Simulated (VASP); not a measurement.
Input of a VASP 6.6.1 run:

INCAR

```
  ALGO = Normal
  EDIFF = 1E-6
  ENCUT = 520
  GGA = PE
  ISIF = 2
  ISMEAR = 1
  LASPH = True
  LCHARG = False
  LREAL = False
  LWAVE = False
  NBANDS = 11
  NELM = 100
  PREC = Accurate
  SIGMA = 0.1
```

KPOINTS

```
k-points
0
Gamma
  10 10 11
```

Contents of POSCAR:

```
Pt
1.0
   -1.5179230000      1.6125670000      1.5726580000
    1.5843750000     -1.5912150000      1.6177570000
    1.5235780000      1.5968700000     -1.5513060000
Pt
1
Direct
   -0.0123120000     -0.0088610000     -0.0124860000
```

Potentials or basis: VASP PAW PBE potentials, release 64 (Pt).

Launch:

```bash
$ cat potpaw_PBE.64/Pt/POTCAR > POTCAR
$ mpirun -np 1 vasp_std > vasp.out
```

Problem. Predict the pressure.

Solution. -1.0 GPa.

Problem. Predict the band gap on the k mesh.

Solution. Zero (bands 5 and 6 overlap by 2.07 eV).

Stress tensor (GPa, compression positive):
```
-3.08  0.62 -6.61
 0.62  0.64 -2.51
-6.61 -2.51 -0.69
```

Caveat: spin-orbit coupling is left out, which moves the levels of the heavy elements.
